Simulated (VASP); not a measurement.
A run of VASP 6.6.1:

File INCAR:

```
ALGO = Normal ; EDIFF = 1E-6
ENCUT = 500 ; GGA = PE
GGA_COMPAT = F ; ISIF = 2
ISMEAR = -1 ; LASPH = T
LCHARG = T ; LMAXMIX = 4
LORBIT = 11 ; LORBMOM = T
LREAL = F ; LSORBIT = T
LVHAR = T ; LWAVE = F
MAGMOM = 0 0 0 0 0 0 ; NBANDS = 40
NELM = 200 ; PREC = Accurate
SIGMA = 0.15
```

Contents of KPOINTS:

```
k-points
0
Gamma
  18 18 10
```

The input POSCAR:

```
Ru
1.0
    2.6376255763      0.0000000000      0.0000000000
   -1.3188127882      2.2842507547      0.0000000000
    0.0000000000      0.0000000000      4.1792259207
Ru
2
Direct
    0.3333333333      0.6666666667      0.2500000000
    0.6666666667      0.3333333333      0.7500000000
```

Potentials or basis: VASP PAW PBE potentials, release 64 (Ru_pv).

Run with:

```sh
$ cat potpaw_PBE.64/Ru_pv/POTCAR > POTCAR
$ mpirun -np 1 vasp_ncl > vasp.out
```

Hardware: 1 thread of Intel(R) Xeon(R) 6975P-C (Granite Rapids), on a shared host.

Q: How long does it take, and how much memory?

A: Wall time 3.3 min on 1 thread of Intel(R) Xeon(R) 6975P-C (Granite Rapids), with other jobs on the host, peak memory 0.38 GiB. Counts: scf iterations 13, k points 222.
